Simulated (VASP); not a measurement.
Input of a VASP 6.6.1 run:

The input INCAR:

```
PREC = Accurate
ENCUT = 520
EDIFF = 1E-7
ISMEAR = -1
SIGMA = 0.05
LREAL = F
LASPH = T
NELM = 150
ALGO = Fast
ISIF = 2
LWAVE = F
LCHARG = F
ISPIN = 2
MAGMOM = 0 0 4
LORBIT = 11
LMAXMIX = 4
GGA = B5
ALDAX = 1.0
AGGAX = 1.0
AGGAC = 1.0
ALDAC = 0.0
IVDW = 12
VDW_S6 = 1.0
VDW_S8 = 2.6996
VDW_A1 = 0.4298
VDW_A2 = 4.2359
NBANDS = 28
```

File KPOINTS:

```
regular mesh
0
Gamma
  11 11 4
```

The input POSCAR:

```
MnPt2
1.0
    2.8145122294      0.0000000000      0.0000000000
   -1.4072561147      2.4374390899      0.0000000000
    0.0000000000      0.0000000000      6.5315929430
Pt Mn
2 1
Direct
    0.6666666667      0.3333333333      0.3149549361
    0.3333333333      0.6666666667      0.6850450639
    0.0000000000      0.0000000000      0.0000000000
```

Potentials or basis: VASP PAW PBE potentials, release 64 (Pt, Mn_pv).

The run is started by

```bash
$ cat potpaw_PBE.64/Pt/POTCAR potpaw_PBE.64/Mn_pv/POTCAR > POTCAR
$ mpirun -np 1 vasp_std > vasp.out
```

Predict the largest force.

0.009 eV/Å.

Estimate the site moments.

Pt +0.27; Mn +3.54 μB.

Predict the net moment.

4.23 μB per cell.

Stress tensor (GPa, compression positive):
```
0.85 0.00 0.00
0.00 0.85 0.00
0.00 0.00 1.07
```

Caveat: the dispersion term is far too large for a dense solid, which distorts pressure and volume; the PAW data sets were made with another functional, which shifts forces and pressure a little.
